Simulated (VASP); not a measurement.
**BaZrO3: single point with PBE**

Crystal: BaZrO3.

```xyz
5
Lattice="4.2053 0.0000 0.0000 0.0000 4.2053 0.0000 0.0000 0.0000 4.2053" Properties=species:S:1:pos:R:3 pbc="T T T"
Ba    0.0000    0.0000    0.0000
Zr    2.1026    2.1026    2.1026
O     0.0000    2.1026    2.1026
O     2.1026    0.0000    2.1026
O     2.1026    2.1026    0.0000
```

* Program: VASP 6.6.1
* Task: single point
* Functional: PBE
* Potentials or basis: VASP PAW PBE potentials, release 64 (Ba_sv, Zr_sv, O)
* Cutoff: 520 eV
* k mesh: 6 × 6 × 6
* Occupations: gaussian, width 0.01 eV
* Spin: no spin polarisation
* Dipole correction: no
* Further INCAR settings: ALGO = Normal; EDIFF = 1e-06; NBANDS = 28

| Item | Value |
| --- | --- |
| Pressure | 3.4 GPa |
| Band gap on the k mesh | 3.17 eV, indirect (least direct gap 3.40 eV) |

Levels at points of the mesh, in eV from the valence-band top:
```tsv
k point	band 17	band 18	band 19	band 20	band 21	band 22	band 23	band 24
(0.00, 0.00, 0.00)	-0.97	-0.24	-0.24	-0.24	3.17	3.17	3.17	4.64
(0.50, 0.00, 0.00)	-1.72	-1.65	-0.47	-0.47	3.60	5.64	5.64	6.39
(0.50, 0.50, 0.00)	-0.93	-0.93	-0.81	-0.08	5.61	5.61	6.40	6.44
(0.50, 0.50, 0.50)	-2.53	0.00	0.00	0.00	5.94	5.94	5.94	6.91
```

It took 36 s on 1 thread of Intel Xeon 8259CL, with other jobs on the host, peak memory 0.2 GiB.

Caveat: spin-orbit coupling is left out, which moves the levels of the heavy elements. As with any semilocal functional, this PBE gap is likely too small.
